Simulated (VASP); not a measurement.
Rb: relaxation of cell and atoms with PBE

The system is Rb.

```
Rb
1.0
    -3.48147    3.48147    1.91481
     3.48147   -3.48147    1.91481
     3.48147    3.48147   -1.91481
Rb
2
Direct
  0.62500 0.87500 0.75000
  0.37500 0.12500 0.25000
```

```
Program                : VASP 6.6.1
Task                   : relaxation of cell and atoms
Functional             : PBE
Potentials or basis    : VASP PAW PBE potentials, release 64 (Rb_sv)
Cutoff                 : 600 eV
k mesh                 : 11 × 11 × 11
Occupations            : fermi-dirac, width 0.1 eV
Spin                   : no spin polarisation
Target pressure        : 6.2 GPa
Dipole correction      : no
Further INCAR settings : ALGO = Normal; EDIFF = 1e-06; IBRION = 2; EDIFFG = -0.005; NSW = 60; ISIF = 3
```

```
Relaxed volume                                         : 46.70 Å³/atom
Relaxed cell                                           : a = 5.307 Å, b = 5.307 Å, c = 5.307 Å, α = 97.39°, β = 97.39°, γ = 137.96°
Space group after relaxing (to 0.05 Å)                 : I4_1/amd (No. 141)
Energy change on relaxing (the enthalpy is what falls) : -11.5 meV/atom
Ionic steps                                            : 7
Pressure after relaxing                                : 6.2 GPa
Band gap on the k mesh                                 : zero (band 9 reaches 2.87 eV, above the bottom of band 10 at 1.40 eV)
```

The path:
```csv
step,energy change (eV),largest force (eV/Å),pressure (GPa),volume (Å³)
1,0.0000,0.0000,6.34,92.83
2,-0.0213,0.0000,6.23,93.37
3,-0.0363,0.0000,6.17,93.76
4,-0.0374,0.0000,6.15,93.78
5,-0.0340,0.0000,6.16,93.69
6,-0.0286,0.0000,6.17,93.55
7,-0.0229,0.0000,6.22,93.41
```

Final structure:
```xyz
2
Lattice="-3.5027 3.5027 1.9033 3.5027 -3.5027 1.9033 3.5027 3.5027 -1.9033" Properties=species:S:1:pos:R:3 pbc="T T T"
Rb    3.5027    1.7513    1.4275
Rb    0.0000    1.7513    0.4758
```

Levels at points of the mesh, in eV from the Fermi level:
```
           k point  band 5  band 6  band 7  band 8  band 9  band 10  band 11  band 12  band 13
(0.00, 0.00, 0.00)  -12.86  -12.86  -12.80  -12.80   -2.84    -0.18     1.96     2.47     3.16
```

Wall time 21 min on 1 thread of Oxide Virtual Turin-like Processor (shared host), peak memory 0.34 GiB.

Caveat: the cell is relaxed towards a set pressure, so the enthalpy falls and the energy may rise.
